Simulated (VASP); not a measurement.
Input of a VASP 6.6.1 run:

The input INCAR:

```
SYSTEM = InSe2
PREC = Accurate
ENCUT = 520
EDIFF = 1E-6
ISMEAR = 0
SIGMA = 0.15
LREAL = .False.
LASPH = .True.
NELM = 60
ALGO = Normal
ISIF = 2
LWAVE = .False.
LCHARG = .False.
GGA = PE
NBANDS = 34
```

KPOINTS

```
regular mesh
0
Gamma
  12 12 5
  0 0 0
```

POSCAR

```
InSe2
1.0
   -3.8873932860      0.0000000000      0.0000000000
    0.0000000000     -3.8873932860      0.0000000000
    0.0000000000      0.0000000000      9.7325349326
In Se
2 4
Direct
    0.0000000000      0.5000000000      0.7035851552
    0.5000000000      0.0000000000      0.2964148448
    0.0000000000      0.5000000000      0.3657877576
    0.5000000000      0.0000000000      0.6342122424
    1.0000000000      0.0000000000      0.0000000000
    0.5000000000      0.5000000000      0.0000000000
```

Potentials or basis: VASP PAW PBE potentials, release 64 (In_d, Se).

Launch:

```sh
$ cat potpaw_PBE.64/In_d/POTCAR potpaw_PBE.64/Se/POTCAR > POTCAR
$ mpirun -np 1 vasp_std > vasp.out
```

Predict the pressure.

-0.1 GPa.

What does it give for the band gap on the k mesh?

Zero (band 25 reaches 5.62 eV, above the bottom of band 26 at 3.61 eV).

Stress tensor (GPa, compression positive):
```
-0.12  0.00  0.00
 0.00 -0.12  0.00
 0.00  0.00  0.06
```

Caveat: spin-orbit coupling is left out, which moves the levels of the heavy elements.
